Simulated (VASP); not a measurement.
A run of VASP 6.6.1:

The input INCAR:

```
PREC     = Accurate       # precision mode
ENCUT    = 520            # plane-wave cutoff, eV
EDIFF    = 1E-6           # SCF threshold, eV
ISMEAR   = 0              # smearing method
SIGMA    = 0.05           # smearing width, eV
LREAL    = False          # projectors in reciprocal space
LASPH    = True           # aspherical terms in the spheres
NELM     = 60             # most SCF steps
ALGO     = Normal         # electronic algorithm
ISIF     = 2              # what is computed and relaxed
LWAVE    = False          # write WAVECAR
LCHARG   = True           # write CHGCAR
GGA      = PE             # functional
LELF     = True           # ELF
LVHAR    = True         
NBANDS   = 15             # bands
```

KPOINTS

```
regular mesh
0
Gamma
  6 6 6
```

POSCAR

```
RbBr
1.0
    4.2486677011      0.0000000000      0.0000000000
    0.0000000000      4.2486677011      0.0000000000
    0.0000000000      0.0000000000      4.1929021031
Rb Br
1 1
Direct
   -0.0694336317      0.0000000000      0.0000000000
    0.5742683689      0.5000000000      0.5000000000
```

Potentials or basis: VASP PAW PBE potentials, release 64 (Rb_sv, Br).

The run is started by

```bash
$ cat potpaw_PBE.64/Rb_sv/POTCAR potpaw_PBE.64/Br/POTCAR > POTCAR
$ mpirun -np 1 vasp_std > vasp.out
```

Hardware: 1 thread of Intel(R) Xeon(R) 6975P-C (Granite Rapids), with other jobs on the host.

Task: How long does it take, and how much memory?

Result: Wall time 17 s on 1 thread of Intel(R) Xeon(R) 6975P-C (Granite Rapids), with other jobs on the host, peak memory 0.21 GiB. Counts: scf iterations 13, k points 64.
